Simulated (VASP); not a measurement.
# Hf (Pm-3m) in VASP: a series of runs

Aim: see how the results for Hf move with the level of theory and the settings. Levels: PBEsol, RPBE. Tasks: single point.

Everything below comes from runs of VASP 6.6.1. Logs are shortened: lines on timing, memory, paths and dates and some standing lists are left out, and cuts for length are marked.

### 1 The cell of the first run

The structure is cubic, space group Pm-3m (No. 221). The conventional cell has a = 2.520 Å, b = 2.520 Å, c = 2.520 Å, α = 90.00°, β = 90.00°, γ = 90.00°. Within 3.3 Å of Hf (site symmetry m-3m) lie 6 Hf at 2.52 Å.

### 2 Single point, PBEsol

INCAR reads:

```
PREC = Accurate ; ENCUT = 520
EDIFF = 1E-6 ; ISMEAR = -1
SIGMA = 0.08 ; LREAL = False
LASPH = True ; NELM = 60
ALGO = Normal ; ISIF = 2
LWAVE = False ; LCHARG = False
GGA = PS ; NBANDS = 11
```

KPOINTS reads:

```
regular mesh
0
Gamma
  13 13 13
```

POSCAR reads:

```
Hf
1.0
    2.5201153830      0.0000000000      0.0000000000
    0.0000000000      2.5201153830      0.0000000000
    0.0000000000      0.0000000000      2.5201153830
Hf
1
Direct
    0.0000000000      0.0000000000      0.0000000000
```

Potentials or basis: VASP PAW PBE potentials, release 64 (Hf_pv).

Started as:

```sh
$ cat potpaw_PBE.64/Hf_pv/POTCAR > POTCAR
$ mpirun -np 1 vasp_std > vasp.out
```

OUTCAR:

```text
PREC = Accurate
   ENCUT = 520
   EDIFF = 1E-6
   ISMEAR = -1
   LREAL = False
   LASPH = True
   NELM = 60
   ISIF = 2
   GGA = PS

 ion  position               nearest neighbor table
   1  0.000  0.000  0.000-

  LATTYP: Found a simple cubic cell.
 ALAT       =     2.5201153830

  Lattice vectors:

 A1 = (   2.5201153830,   0.0000000000,   0.0000000000)
 A2 = (   0.0000000000,   2.5201153830,   0.0000000000)
 A3 = (   0.0000000000,   0.0000000000,   2.5201153830)

Analysis of symmetry for initial positions (statically):
=====================================================================
 Subroutine PRICEL returns:
 Original cell was already a primitive cell.

 Routine SETGRP: Setting up the symmetry group for a
 simple cubic supercell.

 Subroutine GETGRP returns: Found 48 space group operations
 (whereof 48 operations were pure point group operations)
 out of a pool of 48 trial point group operations.

The static configuration has the point symmetry O_h .

Analysis of symmetry for dynamics (positions and initial velocities):
=====================================================================
 Subroutine PRICEL returns:
 Original cell was already a primitive cell.

 Routine SETGRP: Setting up the symmetry group for a
 simple cubic supercell.

 Subroutine GETGRP returns: Found 48 space group operations
 (whereof 48 operations were pure point group operations)
 out of a pool of 48 trial point group operations.

The dynamic configuration has the point symmetry O_h .

 Subroutine INISYM returns: Found 48 space group operations
 (whereof 48 operations are pure point group operations),
 and found     1 'primitive' translations

----------------------------------------------------------------------------------------

                                     Primitive cell

  volume of cell :      16.0052

  direct lattice vectors                    reciprocal lattice vectors
     2.520115383  0.000000000  0.000000000     0.396807228  0.000000000  0.000000000
     0.000000000  2.520115383  0.000000000     0.000000000  0.396807228  0.000000000
     0.000000000  0.000000000  2.520115383     0.000000000  0.000000000  0.396807228

  length of vectors
     2.520115383  2.520115383  2.520115383     0.396807228  0.396807228  0.396807228

  position of ions in fractional coordinates (direct lattice)
     0.000000000  0.000000000  0.000000000

  ion indices of the primitive-cell ions
   primitive index   ion index
                 1           1

----------------------------------------------------------------------------------------

 KPOINTS: regular mesh

Automatic generation of k-mesh.
 Grid dimensions read from file:
 generate k-points for:   13   13   13

 Generating k-lattice:

  Cartesian coordinates                     Fractional coordinates (reciprocal lattice)
     0.030523633  0.000000000  0.000000000     0.076923077  0.000000000  0.000000000
     0.000000000  0.030523633  0.000000000     0.000000000  0.076923077  0.000000000
     0.000000000  0.000000000  0.030523633     0.000000000  0.000000000  0.076923077

  Length of vectors
     0.030523633  0.030523633  0.030523633

  Shift w.r.t. Gamma in fractional coordinates (k-lattice)
     0.000000000  0.000000000  0.000000000

 Subroutine IBZKPT returns following result:
 ===========================================

 Found     84 irreducible k-points:

 Following reciprocal coordinates:
            Coordinates               Weight
  0.000000  0.000000  0.000000      1.000000
  0.076923  0.000000  0.000000      6.000000
  0.153846  0.000000  0.000000      6.000000
  0.230769  0.000000  0.000000      6.000000
  0.307692  0.000000  0.000000      6.000000
  0.384615  0.000000  0.000000      6.000000
[... 16 lines left out ...]
  0.307692  0.307692  0.000000     12.000000
  0.384615  0.307692  0.000000     24.000000
 [... further k-points ...]
   k-points           NKPTS =     84   k-points in BZ     NKDIM =     84   number of bands    NBANDS=     11
   number of dos      NEDOS =    301   number of ions     NIONS =      1
   total plane-waves  NPLWV =   8000
   dimension x,y,z NGX =    20 NGY =   20 NGZ =   20
   dimension x,y,z NGXF=    40 NGYF=   40 NGZF=   40
   ions per type =               1
   NGX,Y,Z   is equivalent  to a cutoff of  13.19, 13.19, 13.19 a.u.
   NGXF,Y,Z  is equivalent  to a cutoff of  26.39, 26.39, 26.39 a.u.
 SYSTEM =  unknown system
   PREC   = accura    normal or accurate (medium, high low for compatibility)
   ISTART =      0    job   : 0-new  1-cont  2-samecut
   ICHARG =      2    charge: 1-file 2-atom 10-const
   ISPIN  =      1    spin polarized calculation?
   LNONCOLLINEAR =      F non collinear calculations
   LSORBIT =      F    spin-orbit coupling
   LASPH  =      T    aspherical Exc in radial PAW
   ENCUT  =  520.0 eV  38.22 Ry    6.18 a.u.   4.69  4.69  4.69*2*pi/ulx,y,z
   NELM   =     60;   NELMIN=  2; NELMDL= -5     # of ELM steps
   EDIFF  = 0.1E-05   stopping-criterion for ELM
   LREAL  =      F    real-space projection
   EDIFFG = 0.1E-04   stopping-criterion for IOM
   NSW    =      0    number of steps for IOM
   IBRION =     -1    ionic relax: 0-MD 1-quasi-New 2-CG
   NFREE  =      0    steps in history (QN), initial steepest desc. (CG)
   ISIF   =      2    stress and relaxation
   ISYM   =      2    0-nonsym 1-usesym 2-fastsym
   POTIM  = 0.5000    time-step for ionic-motion
   TEBEG  =    0.0;   TEEND  =   0.0 temperature during run
   PSTRESS=    0.0 pullay stress
   NELECT =      10.0000    total number of electrons
   NUPDOWN=      -1.0000    fix difference up-down
   EMIN   =  10.00;   EMAX   =-10.00  energy-range for DOS
   EFERMI =   0.00;   METHOD = LEGACY
   ISMEAR =    -1;   SIGMA  =   0.08  broadening in eV -4-tet -1-fermi 0-gaus
   EFERMI_NEDOS =   21; number of points for ismear=-14 and -15
   IALGO  =     38    algorithm
   IMIX   =      4    mixing-type and parameters
     AMIX     =   0.40;   BMIX     =  1.00
     AMIX_MAG =   1.60;   BMIX_MAG =  1.00
  volume/ion in A,a.u.               =      16.01       108.01
  Fermi-wavevector in a.u.,A,eV,Ry     =   1.399548  2.644762 26.650195  1.958734
  Thomas-Fermi vector in A             =   2.522596
   LORBIT       =      0    0 simple, 1 ext, 2 COOP (PROOUT), +10 PAW based schemes
   GGA     = PS    functional components
   LHFCALC =     F    Hartree Fock is set to
   AEXX    =    0.0000 exact exchange contribution
   IVDW    =     0    specifies the selected vdW correction
   LEPSILON=     F    determine dielectric tensor
   LRPA    =     F    only Hartree local field effects (RPA)
 non-spin polarized calculation
  energy-cutoff  :      520.00
  volume of cell :       16.01
 maximum number of plane-waves:       449
 NGX is ok and might be reduce to    20

 number of electron      10.0000000 magnetization

 Free energy of the ion-electron system (eV)
  ---------------------------------------------------
  ext. energy  EPLUGINS =         0.00000000
  ---------------------------------------------------
  free energy    TOTEN  =        -8.35543531 eV

  energy without entropy =       -8.32589431  energy(sigma->0) =       -8.34066481

 E-fermi :   6.8392     XC(G=0): -12.9331

 val. band max:        6.8206957021   @ k =   0.3077   0.1538   0.1538
 cond. band min:       6.8481900300   @ k =   0.4615   0.4615   0.2308
 fundamental gap:      0.0274943279
 Fermi energy:         6.8391770918

 k-point     1 :       0.0000    0.0000    0.0000
  band No.  band energies     occupation
      1     -21.7198      2.00000
      2     -21.7198      2.00000
      3     -21.7198      2.00000
      4      -0.7525      2.00000
      5       3.9605      2.00000
      6       3.9605      2.00000
      7      16.9317      0.00000
      8      16.9317      0.00000
      9      16.9317      0.00000
     10      21.0134      0.00000
     11      24.4146      0.00000

 k-point     2 :       0.0769    0.0000    0.0000
  band No.  band energies     occupation
      1     -21.9349      2.00000
      2     -21.7023      2.00000
      3     -21.7023      2.00000
      4      -0.4927      2.00000
      5       4.0334      2.00000
      6       4.2879      2.00000
      7      16.2886      0.00000
      8      16.2886      0.00000
      9      16.9715      0.00000
     10      21.0083      0.00000
     11      23.3120      0.00000

 k-point     3 :       0.1538    0.0000    0.0000
  band No.  band energies     occupation
      1     -22.5009      2.00000
      2     -21.6534      2.00000
      3     -21.6534      2.00000
      4       0.1750      2.00000
      5       4.2420      2.00000
      6       5.2395      2.00000
      7      14.8999      0.00000
      8      14.8999      0.00000
      9      17.0834      0.00000
     10      20.9276      0.00000
     11      21.4189      0.00000

 k-point     4 :       0.2308    0.0000    0.0000
  band No.  band energies     occupation
      1     -23.2360      2.00000
      2     -21.5835      2.00000
      3     -21.5835      2.00000
      4       1.0437      2.00000
      5       4.5545      2.00000
      6       6.5997      1.90450
      7      13.4251      0.00000
      8      13.4251      0.00000
      9      17.2454      0.00000
     10      19.6804      0.00000
     11      21.0552      0.00000
[... 239 lines left out ...]
 k-point    22 :       0.4615    0.2308    0.0000
  band No.  band energies     occupation
      1     -24.5836      2.00000
      2     -22.8149      2.00000
      3     -21.2820      2.00000
      4       4.0703      2.00000
      5       5.1301      2.00000
      6       8.7876      0.00000
      7      11.3555      0.00000
      8      12.8792      0.00000
      9      14.6427      0.00000
     10      20.9911      0.00000
     11      21.7056      0.00000

 k-point    23 :       0.3077    0.3077    0.0000
  band No.  band energies     occupation
      1     -23.6946      2.00000
      2     -23.5820      2.00000
      3     -21.3066      2.00000
      4       3.4334      2.00000
      5       5.3115      2.00000
      6      10.6934      0.00000
      7      11.1762      0.00000
      8      12.7011      0.00000
      9      13.3435      0.00000
     10      20.9103      0.00000
     11      20.9878      0.00000

 k-point    24 :       0.3846    0.3077    0.0000
  band No.  band energies     occupation
      1     -24.1742      2.00000
      2     -23.5408      2.00000
      3     -21.2463      2.00000
      4       3.1230      2.00000
      5       5.4192      2.00000
      6      11.0628      0.00000
      7      12.1019      0.00000
      8      12.7256      0.00000
      9      13.3316      0.00000
     10      20.7351      0.00000
     11      21.0086      0.00000

 [... further k-points ...]

------------------------ aborting loop because EDIFF is reached ----------------------------------------

  FORCE on cell =-STRESS in cart. coord.  units (eV):
  Direction    XX          YY          ZZ          XY          YZ          ZX
  --------------------------------------------------------------------------------------
  -------------------------------------------------------------------------------------
  Total        6.1635310      6.1635310      6.1635310     -0.0000000      0.0000000      0.0000000
  in kB      616.9910893    616.9910893    616.9910893     -0.0000000      0.0000000      0.0000000
  external PRESSURE =     616.9910893 kB  Pullay stress =       0.0000000 kB

 VOLUME and BASIS-vectors are now :
 -----------------------------------------------------------------------------
  energy-cutoff  :      520.00
  volume of cell :       16.01
      direct lattice vectors                 reciprocal lattice vectors
     2.520115383  0.000000000  0.000000000     0.396807228  0.000000000  0.000000000
     0.000000000  2.520115383  0.000000000     0.000000000  0.396807228  0.000000000
     0.000000000  0.000000000  2.520115383     0.000000000  0.000000000  0.396807228

 POSITION                                       TOTAL-FORCE (eV/Angst)
 -----------------------------------------------------------------------------------
      0.00000      0.00000      0.00000         0.000000      0.000000      0.000000
 -----------------------------------------------------------------------------------
    total drift:                               -0.000000      0.000000     -0.000000

  FREE ENERGIE OF THE ION-ELECTRON SYSTEM (eV)
  ---------------------------------------------------
  free  energy   TOTEN  =        -8.3554353118 eV

  energy  without entropy=       -8.3258943125  energy(sigma->0) =       -8.34066481
```

Wall time 9.6 s (1 thread of AMD EPYC 7R13, shared host); peak memory 0.1 GiB.

Results:

```yaml
Free_energy: -8.3554 eV
Pressure: 61.7 GPa
Band_gap_on_the_k_mesh: zero (band 5 reaches 8.17 eV, above the bottom of band 6 at 3.89 eV)
```

Caveat: the PAW data sets were made with another functional, which shifts forces and pressure a little; spin-orbit coupling is left out, which moves the levels of the heavy elements.

### 3 Single point, RPBE

INCAR reads:

```
PREC = Accurate
ENCUT = 520
EDIFF = 1E-6
ISMEAR = -1
SIGMA = 0.08
LREAL = F
LASPH = T
NELM = 100
ALGO = Normal
ISIF = 2
LWAVE = F
LCHARG = T
GGA = RP
LELF = T
LVHAR = T
NBANDS = 11
```

KPOINTS reads:

```
Automatic mesh
0
Gamma
  13 13 13
```

POSCAR is that of step 2.

Potentials or basis: VASP PAW PBE potentials, release 64 (Hf_pv).

Started as:

```sh
$ cat potpaw_PBE.64/Hf_pv/POTCAR > POTCAR
$ mpirun -np 1 vasp_std > vasp.out
```

OUTCAR:

```text
PREC = Accurate
   ENCUT = 520
   EDIFF = 1E-6
   ISMEAR = -1
   LREAL = F
   LASPH = T
   NELM = 100
   ISIF = 2
   GGA = RP

 ion  position               nearest neighbor table
   1  0.000  0.000  0.000-

  LATTYP: Found a simple cubic cell.
 ALAT       =     2.5201153830

  Lattice vectors:

 A1 = (   2.5201153830,   0.0000000000,   0.0000000000)
 A2 = (   0.0000000000,   2.5201153830,   0.0000000000)
 A3 = (   0.0000000000,   0.0000000000,   2.5201153830)

[... 512 lines left out ...]
     10      20.9703      0.00000
     11      21.3688      0.00000

 [... further k-points ...]

------------------------ aborting loop because EDIFF is reached ----------------------------------------

  FORCE on cell =-STRESS in cart. coord.  units (eV):
  Direction    XX          YY          ZZ          XY          YZ          ZX
  --------------------------------------------------------------------------------------
  -------------------------------------------------------------------------------------
  Total        7.4066815      7.4066815      7.4066815     -0.0000000     -0.0000000      0.0000000
  in kB      741.4348200    741.4348200    741.4348200     -0.0000000     -0.0000000      0.0000000
  external PRESSURE =     741.4348200 kB  Pullay stress =       0.0000000 kB

 VOLUME and BASIS-vectors are now :
 -----------------------------------------------------------------------------
  energy-cutoff  :      520.00
  volume of cell :       16.01
      direct lattice vectors                 reciprocal lattice vectors
     2.520115383  0.000000000  0.000000000     0.396807228  0.000000000  0.000000000
     0.000000000  2.520115383  0.000000000     0.000000000  0.396807228  0.000000000
     0.000000000  0.000000000  2.520115383     0.000000000  0.000000000  0.396807228

 POSITION                                       TOTAL-FORCE (eV/Angst)
 -----------------------------------------------------------------------------------
      0.00000      0.00000      0.00000         0.000000      0.000000      0.000000
 -----------------------------------------------------------------------------------
    total drift:                               -0.000000      0.000000     -0.000000

  FREE ENERGIE OF THE ION-ELECTRON SYSTEM (eV)
  ---------------------------------------------------
  free  energy   TOTEN  =        -6.8869035482 eV

  energy  without entropy=       -6.8573682763  energy(sigma->0) =       -6.87213591
```

It took 10 s on 1 thread of AMD EPYC 7R13, shared host; peak memory 0.1 GiB.

What came out:

| Quantity | Value |
| --- | --- |
| Free energy | -6.8869 eV |
| Pressure | 74.1 GPa |
| Band gap on the k mesh | zero (band 5 reaches 8.47 eV, above the bottom of band 6 at 4.20 eV) |

Levels at points of the mesh, in eV from the Fermi level:
```tsv
k point	band 2	band 3	band 4	band 5	band 6	band 7	band 8	band 9
(0.00, 0.00, 0.00)	-28.66	-28.66	-7.59	-2.87	-2.87	10.07	10.07	10.07
```

Caveat: the PAW data sets were made with another functional, which shifts forces and pressure a little; spin-orbit coupling is left out, which moves the levels of the heavy elements.

### 4 Single point, PBEsol (volume scaled by 0.76)

INCAR reads:

```
SYSTEM = Hf
PREC = Accurate
ENCUT = 520
EDIFF = 1E-6
ISMEAR = -1
SIGMA = 0.08
LREAL = .FALSE.
LASPH = .TRUE.
NELM = 60
ALGO = Normal
ISIF = 2
LWAVE = .FALSE.
LCHARG = .TRUE.
GGA = PS
LELF = .TRUE.
LVHAR = .TRUE.
NBANDS = 11
```

KPOINTS reads:

```
regular mesh
0
G
  13 13 13
  0 0 0
```

POSCAR reads:

```
Hf
1.0
    2.6153028387      0.0000000000      0.0000000000
    0.0000000000      2.6153028387      0.0000000000
    0.0000000000      0.0000000000      2.6153028387
Hf
1
Direct
    0.0000000000      0.0000000000      0.0000000000
```

Started as:

```sh
$ cat potpaw_PBE.64/Hf_pv/POTCAR > POTCAR
$ mpirun -np 1 vasp_std > vasp.out
```

Wall time 12 s (1 thread of AMD EPYC 7R13, shared host); peak memory 0.1 GiB.

It converged, with:

| Property | Result |
| --- | --- |
| Free energy | -8.9195 eV |
| Pressure | 36.0 GPa |
| Band gap on the k mesh | zero (band 5 reaches 7.03 eV, above the bottom of band 6 at 3.53 eV) |

Levels at points of the mesh, in eV from the Fermi level:
```csv
k point,band 3,band 4,band 5,band 6,band 7,band 8
"(0.00, 0.00, 0.00)",-28.90,-7.38,-2.41,-2.41,9.04,9.04
```

Caveat: the PAW data sets were made with another functional, which shifts forces and pressure a little; spin-orbit coupling is left out, which moves the levels of the heavy elements.

### 5 Single point, PBEsol (volume scaled by 0.84)

INCAR reads:

```
PREC = Accurate
ENCUT = 520
EDIFF = 1E-6
ISMEAR = -1
SIGMA = 0.08
LREAL = False
LASPH = True
NELM = 100
ALGO = Normal
ISIF = 2
LWAVE = False
LCHARG = True
GGA = PS
LELF = True
LVHAR = True
NBANDS = 11
```

KPOINTS reads:

```
regular mesh
0
Gamma
  13 13 13
```

POSCAR reads:

```
Hf
1.0
    2.7040240488      0.0000000000      0.0000000000
    0.0000000000      2.7040240488      0.0000000000
    0.0000000000      0.0000000000      2.7040240488
Hf
1
Direct
    0.0000000000      0.0000000000      0.0000000000
```

Started as:

```sh
$ cat potpaw_PBE.64/Hf_pv/POTCAR > POTCAR
$ mpirun -np 1 vasp_std > vasp.out
```

It took 12 s on 1 thread of AMD EPYC 7R13, shared host; peak memory 0.11 GiB.

It converged, with:

```
Free energy            : -9.2376 eV
Pressure               : 19.3 GPa
Band gap on the k mesh : zero (band 5 reaches 6.15 eV, above the bottom of band 6 at 3.13 eV)
```

Levels at points of the mesh, in eV from the Fermi level:
| k point | band 2 | band 3 | band 4 | band 5 | band 6 | band 7 | band 8 | band 9 |
| --- | --- | --- | --- | --- | --- | --- | --- | --- |
| (0.00, 0.00, 0.00) | -29.23 | -29.23 | -7.15 | -2.07 | -2.07 | 8.16 | 8.16 | 8.16 |

Caveat: the PAW data sets were made with another functional, which shifts forces and pressure a little; spin-orbit coupling is left out, which moves the levels of the heavy elements.

### 6 Overview

| level | cell | gap on the mesh (eV) | pressure (GPa) |
| --- | --- | --- | --- |
| PBEsol | a = 2.520 Å, 1 atom | none | 61.7 |
| RPBE | a = 2.520 Å, 1 atom | none | 74.1 |
| PBEsol | a = 2.615 Å, 1 atom | none | 36.0 |
| PBEsol | a = 2.704 Å, 1 atom | none | 19.3 |

Alike in all rows: task single point; potentials or basis VASP PAW PBE potentials, release 64 (Hf_pv); no spin polarisation; k mesh 13 × 13 × 13; cutoff (eV) 520; smearing fermi-dirac 0.08 eV.

Caveats: the PAW data sets were made with another functional, which shifts forces and pressure a little; spin-orbit coupling is left out, which moves the levels of the heavy elements.

Absolute energies hang on the potentials; compare differences alone.
